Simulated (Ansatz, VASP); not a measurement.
# Two plane-wave programs on Nb

The input INCAR:

```
SYSTEM = Nb
PREC     = Accurate       ! precision mode
ENCUT    = 520            ! plane-wave cutoff, eV
EDIFF    = 1E-6           ! SCF threshold, eV
ISMEAR   = -1             ! smearing method
SIGMA    = 0.1            ! smearing width, eV
LREAL    = .FALSE.        ! projectors in reciprocal space
LASPH    = .TRUE.         ! aspherical terms in the spheres
NELM     = 60             ! most SCF steps
ALGO     = Normal         ! electronic algorithm
ISIF     = 2              ! what is computed and relaxed
LWAVE    = .FALSE.        ! write WAVECAR
LCHARG   = .FALSE.        ! write CHGCAR
GGA      = PS             ! functional
NBANDS   = 12             ! bands
```

KPOINTS

```
regular mesh
0
G
  16 16 16
  0 0 0
```

The input POSCAR:

```
Nb
1.0
   -1.5912365837      1.5912365837      1.5912365837
    1.5912365837     -1.5912365837      1.5912365837
    1.5912365837      1.5912365837     -1.5912365837
Nb
1
Direct
    0.0000000000      0.0000000000      0.0000000000
```

Input for Ansatz:

```yaml
crystal:
  lattice:
    - [-1.5912365837, 1.5912365837, 1.5912365837]
    - [1.5912365837, -1.5912365837, 1.5912365837]
    - [1.5912365837, 1.5912365837, -1.5912365837]
  atoms:
    - { symbol: Nb, position: [0.0, 0.0, 0.0] }
kpoints:
  mp_grid: { grid: [16, 16, 16] }
scf:
  occupations: { method: fermi_dirac, width: 0.1 }
hamiltonian:
  xc: pbesol
  pseudopotentials: { kind: paw }
output:
  forces: true
  stress: true
  eigenvalues: true
  populations: true
```

Change from the starting cell: volume scaled by 0.92, PAW files.

Alike in both runs: task single point; functional PBEsol; k mesh 16 × 16 × 16; occupations fermi-dirac, width 0.1 eV; no spin polarisation.

|  | VASP | Ansatz |
| --- | --- | --- |
| version | VASP 6.6.1 | Ansatz 0.2.0 |
| potentials or method | VASP PAW PBE potentials, release 64 (Nb_sv) | PAW with Ansatz's default frozen-core files, scalar-relativistic |
| plane-wave cutoff (eV) | 520 | 420 |
| valence electrons in the cell | 13 | 13 |

VASP gave:

```
pressure (GPa) : 17.5
```

What did Ansatz give for the same quantities?

Pressure (GPa): 17.8.

VASP's potentials were made for PBE, not for PBEsol. The functional is the same, so the differences come from potentials, cutoffs and numerics.
